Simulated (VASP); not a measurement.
Set up this calculation in VASP 6.6.1, as the native input.

```
Task                   : single point
Functional             : r2SCAN
Potentials or basis    : VASP PAW PBE potentials, release 64 (Pb_d, O_h)
Cutoff                 : 910 eV
k mesh                 : 6 × 6 × 6
Occupations            : fermi-dirac, width 0.02 eV
Spin                   : no spin polarisation
Dipole correction      : no
Second run             : hard_potentials
Further INCAR settings : ALGO = Normal; EDIFF = 1e-06; NBANDS = 20
```

PbO2:

```
Pb O
1.0
     0.00000    2.57854    2.57854
     2.57854    0.00000    2.57854
     2.57854    2.57854    0.00000
Pb O
1 2
Direct
  0.00000 0.00000 0.00000
  0.25000 0.25000 0.25000
  0.75000 0.75000 0.75000
```

These files were run (other wordings do the same):

POSCAR

```
PbO2
1.0
    0.0000000000      2.5785382687      2.5785382687
    2.5785382687      0.0000000000      2.5785382687
    2.5785382687      2.5785382687      0.0000000000
Pb O
1 2
Direct
    0.0000000000      0.0000000000      0.0000000000
    0.2500000000      0.2500000000      0.2500000000
    0.7500000000      0.7500000000      0.7500000000
```

INCAR.step1

```
PREC = Accurate
ENCUT = 910
ISMEAR = -1
SIGMA = 0.02
LREAL = F
LASPH = T
NELM = 120
NBANDS = 20
GGA = PE
ALGO = Normal
EDIFF = 1E-5
LWAVE = T
LCHARG = F
GGA_COMPAT = F
```

INCAR.step2

```
PREC = Accurate
ENCUT = 910
EDIFF = 1E-6
ISMEAR = -1
SIGMA = 0.02
LREAL = F
LASPH = T
NELM = 120
ALGO = Normal
ISIF = 2
LWAVE = F
LCHARG = F
METAGGA = R2SCAN
LMIXTAU = T
NBANDS = 20
ISTART = 1
GGA_COMPAT = F
```

KPOINTS

```
regular mesh
0
Gamma
  6 6 6
```

Potentials or basis: VASP PAW PBE potentials, release 64 (Pb_d, O_h).

Run with:

```bash
$ cat potpaw_PBE.64/Pb_d/POTCAR potpaw_PBE.64/O_h/POTCAR > POTCAR
$ cp INCAR.step1 INCAR
$ mpirun -np 1 vasp_std > vasp.out
$ cp INCAR.step2 INCAR
$ mpirun -np 1 vasp_std > vasp.out
```

Results of the run:

```
Pressure               : 20.1 GPa
Band gap on the k mesh : zero (band 13 reaches 7.65 eV, above the bottom of band 14 at 6.41 eV)
```

Caveat: the cutoff is under 1.25 times the usual one of these potentials, so pressure, stress and relaxed cells hold a basis-set (Pulay) error; the PAW data sets were made with another functional, which shifts forces and pressure a little; spin-orbit coupling is left out, which moves the levels of the heavy elements.

Wall time 45 s on 1 thread of Intel(R) Xeon(R) Platinum 8559C (Emerald Rapids), on a shared host, peak memory 0.22 GiB.
